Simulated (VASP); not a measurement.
Here is a VASP 6.6.1 calculation.

Contents of INCAR:

```
  ALGO = Normal
  EDIFF = 1E-6
  ENCUT = 520
  GGA = PE
  GGA_COMPAT = F
  ISIF = 2
  ISMEAR = -1
  LASPH = T
  LCHARG = T
  LORBIT = 11
  LORBMOM = T
  LREAL = F
  LSORBIT = T
  LVHAR = T
  LWAVE = F
  MAGMOM = 0 0 0 0 0 0
  NBANDS = 40
  NELM = 150
  PREC = Accurate
  SIGMA = 0.05
```

The input KPOINTS:

```
k-points
0
Gamma
  11 11 11
```

POSCAR

```
Ge
1.0
    0.0000000000      2.8374271074      2.8374271074
    2.8374271074      0.0000000000      2.8374271074
    2.8374271074      2.8374271074      0.0000000000
Ge
2
Direct
    0.0000000000      0.0000000000      0.0000000000
    0.2500000000      0.2500000000      0.2500000000
```

Potentials or basis: VASP PAW PBE potentials, release 64 (Ge_d).

Launch:

```sh
$ cat potpaw_PBE.64/Ge_d/POTCAR > POTCAR
$ mpirun -np 1 vasp_ncl > vasp.out
```

Q: What does it give for the pressure?

A: 2.9 GPa.

Q: Predict the net moment.

A: 0.00 μB per cell.

Moments on the atoms (μB; x, y, z):
```
Ge  0.00 0.00 0.00
Ge  0.00 0.00 0.00
```
